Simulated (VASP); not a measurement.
A run of VASP 6.6.1 is set up as follows.

Contents of INCAR:

```
  ALGO = Normal
  EDIFF = 1E-6
  ENCUT = 500
  GGA_COMPAT = F
  ISIF = 2
  ISMEAR = 0
  LASPH = T
  LCHARG = T
  LELF = T
  LREAL = F
  LVHAR = T
  LWAVE = F
  NBANDS = 16
  NELM = 120
  PREC = Accurate
  SIGMA = 0.05
```

KPOINTS

```
k-points
0
Gamma
  4 4 4
```

File POSCAR:

```
InP
1.0
    0.0000000000      2.6851008885      3.4906311550
    2.6851008885      0.0000000000      3.4906311550
    2.6851008885      2.6851008885      0.0000000000
In P
1 1
Direct
    0.0000000000      0.0000000000      0.0000000000
    0.7500000000      0.7500000000      0.7500000000
```

Potentials or basis: VASP PAW LDA potentials, release 64 (In_d, P).

The run is started by

```console
$ cat potpaw_LDA.64/In_d/POTCAR potpaw_LDA.64/P/POTCAR > POTCAR
$ mpirun -np 1 vasp_std > vasp.out
```

Question: Predict the pressure.

Answer: -1.8 GPa.

Question: Estimate the band gap on the k mesh.

Answer: Zero (band 9 reaches 5.61 eV, above the bottom of band 10 at 5.43 eV).

Stress tensor (GPa, compression positive):
```
  3.47   0.00   0.00
  0.00   3.47   0.00
  0.00   0.00 -12.38
```

Caveat: the k points lie up to 0.47 Å⁻¹ apart; spin-orbit coupling is left out, which moves the levels of the heavy elements.
